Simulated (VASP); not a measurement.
Crystal: Ga2C.

```
Ga C
1.0
    -1.61331    1.61331    3.95765
     1.61331   -1.61331    3.95765
     1.61331    1.61331   -3.95765
Ga C
2 1
Direct
  0.66500 0.66500 0.00000
  0.33500 0.33500 0.00000
  0.00000 0.00000 0.00000
```

```yaml
Program: VASP 6.6.1
Task: relaxation of cell and atoms
Functional: PBE
Potentials_or_basis: VASP PAW PBE potentials, release 64 (Ga_d, C)
Cutoff: 600 eV
k_mesh: 8 × 8 × 8
Occupations: gaussian, width 0.1 eV
Spin: no spin polarisation
```

At the start: pressure -0.3 GPa; volume 13.73 Å³/atom.

Q: How do energy, volume and symmetry change on relaxing?

A: Over 26 steps the energy falls by 226.4 meV/atom and the volume is 13.62 Å³/atom (-0.8 %); space group I4/mmm (No. 139, to 0.05 Å).

Step by step:
```
step  energy change (eV)  largest force (eV/Å)  pressure (GPa)  volume (Å³)
   1              0.0000                1.1081           -0.26        41.20
   2             -0.0862                0.3740           -0.13        41.07
   3             -0.0900                0.1318           -0.15        41.03
   4             -0.1116                0.1388            0.08        40.93
   5             -0.1807                0.0312            0.46        40.55
   6             -0.3528                0.5865            2.95        39.57
   7             -0.0211                3.0410           22.37        36.76
   8             -0.3741                1.0637            5.78        39.00
   9             -0.3150                1.9333           12.67        37.95
  10             -0.3738                1.3715            8.13        38.59
  11             -0.3769                1.3740            8.33        38.60
  12             -0.3855                1.3956            8.47        38.62
  13             -0.3996                1.4730            8.73        38.66
  14             -0.4059                1.6178            9.82        38.70
  15             -0.4230                1.5578            9.31        38.84
  16             -0.4704                1.4045            7.69        39.24
  17             -0.5508                1.1654            4.98        40.06
  18             -0.6465                0.5652            0.33        41.70
  19             -0.6551                0.3425           -1.21        42.37
  20             -0.6552                0.3198           -1.37        42.45
  21             -0.6581                0.3052           -1.20        42.32
  22             -0.6656                0.2591           -0.82        41.93
  23             -0.6745                0.1423            0.07        41.17
  24             -0.6753                0.0752            0.50        40.82
  25             -0.6778                0.0326            0.23        40.83
  26             -0.6792                0.0372           -0.17        40.86
```

Final structure:
```yaml
crystal:
  lattice:
    - [-1.42102, 1.42102, 5.05856]
    - [1.42102, -1.42102, 5.05856]
    - [1.42102, 1.42102, -5.05856]
  atoms:
    - { symbol: Ga, position: [0.63294, 0.63294, 0.00000] }
    - { symbol: Ga, position: [0.36706, 0.36706, 0.00000] }
    - { symbol: C, position: [0.00000, 0.00000, 0.00000] }
```
